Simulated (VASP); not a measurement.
Write the native input for VASP 6.6.1 that does the following.

| Quantity | Value |
| --- | --- |
| Task | single point |
| Functional | RPBE |
| Potentials or basis | VASP PAW PBE potentials, release 64 (Au, Sn_d, Ag) |
| Cutoff | 520 eV |
| k mesh | 4 × 4 × 4 |
| Occupations | fermi-dirac, width 0.0682 eV |
| Spin | no spin polarisation |
| Dipole correction | no |
| Further INCAR settings | ALGO = Normal; EDIFF = 1e-06; NBANDS = 38 |

The structure of Ag2Sn2Au lies in POSCAR:

```
Ag2Sn2Au
1.0
    0.0000000000      4.4653330000      0.0000000000
    4.4653330000      0.0000000000      0.0000000000
    2.2326670000      2.2326670000     -5.6079610000
Au Sn Ag
1 2 2
Direct
    0.0000000000      0.0000000000      0.0000000000
    0.3810000000      0.3810000000      0.2380000000
    0.6190000000      0.6190000000      0.7620000000
    0.7500000000      0.2500000000      0.5000000000
    0.2500000000      0.7500000000      0.5000000000
```

The input as run:

INCAR

```
PREC = Accurate
ENCUT = 520
EDIFF = 1E-6
ISMEAR = -1
SIGMA = 0.0682
LREAL = False
LASPH = True
NELM = 100
ALGO = Normal
ISIF = 2
LWAVE = False
LCHARG = False
GGA = RP
NBANDS = 38
```

KPOINTS

```
Automatic mesh
0
Gamma
  4 4 4
```

Potentials or basis: VASP PAW PBE potentials, release 64 (Au, Sn_d, Ag).

Launch:

```bash
$ cat potpaw_PBE.64/Au/POTCAR potpaw_PBE.64/Sn_d/POTCAR potpaw_PBE.64/Ag/POTCAR > POTCAR
$ mpirun -np 1 vasp_std > vasp.out
```

It gave:

```
Pressure               : 9.5 GPa
Largest force          : 0.793 eV/Å
Band gap on the k mesh : zero (an odd number of electrons rules out a gap without spin polarisation)
```

Caveat: the k points lie up to 0.38 Å⁻¹ apart, too coarse for converged energies and pressures of a metal; the PAW data sets were made with another functional, which shifts forces and pressure a little; spin-orbit coupling is left out, which moves the levels of the heavy elements.

Run time: 50 s on 1 thread of Intel Xeon 8259CL (shared host), peak memory 0.26 GiB.
